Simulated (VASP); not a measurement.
Here is a VASP 6.6.1 calculation.

The input INCAR:

```
PREC = Accurate
ENCUT = 520
EDIFF = 1E-7
ISMEAR = 0
SIGMA = 0.1
LREAL = False
LASPH = True
NELM = 60
ALGO = Fast
ISIF = 2
LWAVE = False
LCHARG = False
GGA = PS
NBANDS = 86
```

File KPOINTS:

```
Automatic mesh
0
Gamma
  6 6 8
```

POSCAR

```
CoSn2
1.0
    6.2216963399      0.0000000000      0.0000000000
    0.0000000000      6.2216963399      0.0000000000
    0.0000000000      0.0000000000      5.6134172649
Co Sn
4 8
Direct
    0.0000000000      0.0000000000      0.2500000000
    0.0000000000      0.0000000000      0.7500000000
    0.5000000000      0.5000000000      0.7500000000
    0.5000000000      0.5000000000      0.2500000000
    0.1677835133      0.6677835133      0.0000000000
    0.3322164867      0.1677835133      0.0000000000
    0.3322164867      0.8322164867      0.5000000000
    0.1677835133      0.3322164867      0.5000000000
    0.6677835133      0.1677835133      0.5000000000
    0.8322164867      0.6677835133      0.5000000000
    0.8322164867      0.3322164867      0.0000000000
    0.6677835133      0.8322164867      0.0000000000
```

Potentials or basis: VASP PAW PBE potentials, release 64 (Co, Sn_d).

Launch:

```console
$ cat potpaw_PBE.64/Co/POTCAR potpaw_PBE.64/Sn_d/POTCAR > POTCAR
$ mpirun -np 1 vasp_std > vasp.out
```

Predict the pressure.

-2.0 GPa.

Predict the band gap on the k mesh.

zero (bands 74 and 75 overlap by 1.43 eV).

Stress tensor (GPa, compression positive):
```
-0.08  0.00  0.00
 0.00 -0.08  0.00
 0.00  0.00 -5.93
```

Caveat: the cell differs from its parent crystal (uniaxial strain along c: +4.0 %, then relaxed in part); the stress differs along the axes, from -6 to -0 GPa; the PAW data sets were made with another functional, which shifts forces and pressure a little; spin-orbit coupling is left out, which moves the levels of the heavy elements; the run has no spin polarisation, though such a crystal can be magnetic. Spin polarisation is off, so any magnetic state and its effect on volume and gap are missing.
